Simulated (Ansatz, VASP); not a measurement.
## SrO in VASP and in Ansatz

```xyz
4
Lattice="4.3538 0.0000 0.0000 -2.1769 3.7705 0.0000 0.0000 0.0000 5.2454" Properties=species:S:1:pos:R:3 pbc="T T T"
Sr    0.0000    2.5136    4.9175
Sr    2.1769    1.2568    2.2948
O     0.0000    2.5136    2.2948
O     2.1769    1.2568    4.9175
```

Alike in both runs: task single point; functional r2SCAN; k mesh 6 × 6 × 4; no spin polarisation.

```csv
,VASP,Ansatz
version,VASP 6.6.1,Ansatz 0.2.0
potentials or method,"VASP PAW PBE potentials, release 64 (Sr_sv, O)","plane waves, PAW"
plane-wave cutoff (eV),520,500
occupations,"gaussian, width 0.01 eV",fixed
valence electrons in the cell,32,32
```

|  | VASP | Ansatz | Ansatz less VASP |
| --- | --- | --- | --- |
| gap on the k mesh at the Fermi level (eV) | 2.84 | 2.85 | +0.008 |
| pressure (GPa) | -3.5 | -3.9 | -0.34 |
| traceless stress, the component that is largest in VASP (GPa) | -0.27 | -0.27 | -0.002 |

VASP's potentials were made for PBE, not for r2SCAN.
